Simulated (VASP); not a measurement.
# CeBr2: single point with PBEsol

Crystal: CeBr2.

```xyz
3
Lattice="0.0000 3.5358 3.5358 3.5358 0.0000 3.5358 3.5358 3.5358 0.0000" Properties=species:S:1:pos:R:3 pbc="T T T"
Ce    0.0000    0.0000    0.0000
Br    1.7679    1.7679    1.7679
Br    5.3037    5.3037    5.3037
```

```json
{
 "Program": "VASP 6.6.1",
 "Task": "single point",
 "Functional": "PBEsol",
 "Potentials or basis": "VASP PAW PBE potentials, release 64 (Ce, Br)",
 "Cutoff": "520 eV",
 "k mesh": "8 × 8 × 8",
 "Occupations": "gaussian, width 0.05 eV",
 "Spin": "collinear spin, ferromagnetic start",
 "Starting moments": "[1.0, 0.0, 0.0] μB",
 "Dipole correction": "no",
 "Further INCAR settings": "ALGO = Normal; EDIFF = 1e-06; NBANDS = 24"
}
```

* Pressure: 0.8 GPa
* Band gap on the k mesh: zero (filled and empty bands overlap)
* Net moment: 2.00 μB per cell
* Site moments: Ce +1.51; Br -0.00 μB
* Valence electrons inside the program's atomic spheres: Ce 9.66; Br 4.90

Levels at points of the mesh, in eV from the Fermi level:
Spin up:
| k point | band 10 | band 11 | band 12 | band 13 | band 14 | band 15 | band 16 | band 17 | band 18 | band 19 |
| --- | --- | --- | --- | --- | --- | --- | --- | --- | --- | --- |
| (0.00, 0.00, 0.00) | -4.56 | -4.56 | -4.56 | -0.38 | -0.38 | 0.08 | 0.08 | 0.08 | 0.35 | 0.36 |
| (0.50, 0.00, 0.00) | -5.83 | -5.43 | -5.43 | -0.08 | 0.03 | 0.03 | 0.09 | 0.23 | 0.23 | 0.28 |
| (0.50, 0.50, 0.00) | -4.83 | -4.83 | -4.21 | -0.53 | -0.17 | 0.06 | 0.06 | 0.18 | 0.18 | 0.19 |
Spin down:
```csv
k point,band 9,band 10,band 11,band 12,band 13,band 14,band 15,band 16
"(0.00, 0.00, 0.00)",-7.01,-4.49,-4.49,-4.49,0.22,0.22,0.91,0.97
"(0.50, 0.00, 0.00)",-5.91,-5.72,-5.34,-5.34,0.63,0.87,0.87,0.95
"(0.50, 0.50, 0.00)",-6.28,-4.75,-4.75,-4.16,0.08,0.76,0.91,0.91
```

It took 3.1 min on 1 thread of Intel(R) Xeon(R) Platinum 8259CL CPU @ 2.50GHz (Skylake/Cascade Lake) (shared host), peak memory 0.36 GiB.

Caveat: the magnetic or orbital state may not be the lowest; the PAW data sets were made with another functional, which shifts forces and pressure a little; spin-orbit coupling is left out, which moves the levels of the heavy elements; semilocal functionals describe open f shells poorly, which spoils levels, moments and volumes. The state reached can hang on the start; a lower one may exist.
